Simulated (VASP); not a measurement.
Write the native input for VASP 6.6.1 that does the following.

- Task: single point
- Functional: r2SCAN
- Potentials or basis: VASP PAW PBE potentials, release 64 (Be, C)
- Cutoff: 660 eV
- k mesh: 8 × 8 × 8
- Occupations: gaussian, width 0.01 eV
- Spin: no spin polarisation
- Dipole correction: no
- Further INCAR settings: ALGO = Normal; EDIFF = 1e-06; NBANDS = 11

Crystal: Be2C.

```xyz
3
Lattice="0.0000 2.1164 2.1164 2.1164 0.0000 2.1164 2.1164 2.1164 0.0000" Properties=species:S:1:pos:R:3 pbc="T T T"
Be    3.1746    3.1746    3.1746
Be    1.0582    1.0582    1.0582
C     0.0000    0.0000    0.0000
```

This cell differs from its parent crystal: volume changed by -6%.

These files were run (other wordings do the same):

POSCAR

```
Be2C
1.0
    0.0000000000      2.1163817293      2.1163817293
    2.1163817293      0.0000000000      2.1163817293
    2.1163817293      2.1163817293      0.0000000000
Be C
2 1
Direct
    0.7500000000      0.7500000000      0.7500000000
    0.2500000000      0.2500000000      0.2500000000
    0.0000000000      0.0000000000      0.0000000000
```

INCAR.step1

```
SYSTEM = Be2C
PREC     = Accurate       ! precision mode
ENCUT    = 660            ! plane-wave cutoff, eV
ISMEAR   = 0              ! smearing method
SIGMA    = 0.01           ! smearing width, eV
LREAL    = .False.        ! projectors in reciprocal space
LASPH    = .True.         ! aspherical terms in the spheres
NELM     = 120            ! most SCF steps
NBANDS   = 11             ! bands
GGA      = PE             ! functional
ALGO     = Normal         ! electronic algorithm
EDIFF    = 1E-5           ! SCF threshold, eV
LWAVE    = .True.         ! write WAVECAR
LCHARG   = .False.        ! write CHGCAR
GGA_COMPAT= .False.
```

INCAR.step2

```
SYSTEM = Be2C
PREC     = Accurate       ! precision mode
ENCUT    = 660            ! plane-wave cutoff, eV
EDIFF    = 1E-6           ! SCF threshold, eV
ISMEAR   = 0              ! smearing method
SIGMA    = 0.01           ! smearing width, eV
LREAL    = .False.        ! projectors in reciprocal space
LASPH    = .True.         ! aspherical terms in the spheres
NELM     = 120            ! most SCF steps
ALGO     = Normal         ! electronic algorithm
ISIF     = 2              ! what is computed and relaxed
LWAVE    = .False.        ! write WAVECAR
LCHARG   = .True.         ! write CHGCAR
METAGGA  = R2SCAN         ! meta-GGA
LMIXTAU  = .True.       
LELF     = .True.         ! ELF
LVHAR    = .True.       
NBANDS   = 11             ! bands
ISTART   = 1            
GGA_COMPAT= .False.
```

KPOINTS

```
Automatic mesh
0
Gamma
  8 8 8
  0 0 0
```

Potentials or basis: VASP PAW PBE potentials, release 64 (Be, C).

Launch:

```bash
$ cat potpaw_PBE.64/Be/POTCAR potpaw_PBE.64/C/POTCAR > POTCAR
$ cp INCAR.step1 INCAR
$ mpirun -np 1 vasp_std > vasp.out
$ cp INCAR.step2 INCAR
$ mpirun -np 1 vasp_std > vasp.out
```

Results of the run:

```
Pressure               : 15.0 GPa
Band gap on the k mesh : 1.56 eV, indirect (least direct gap 4.75 eV)
```

Caveat: the PAW data sets were made with another functional, which shifts forces and pressure a little.

It took 79 s on 1 thread of Intel Xeon 8259CL, with other jobs on the host, peak memory 0.16 GiB.
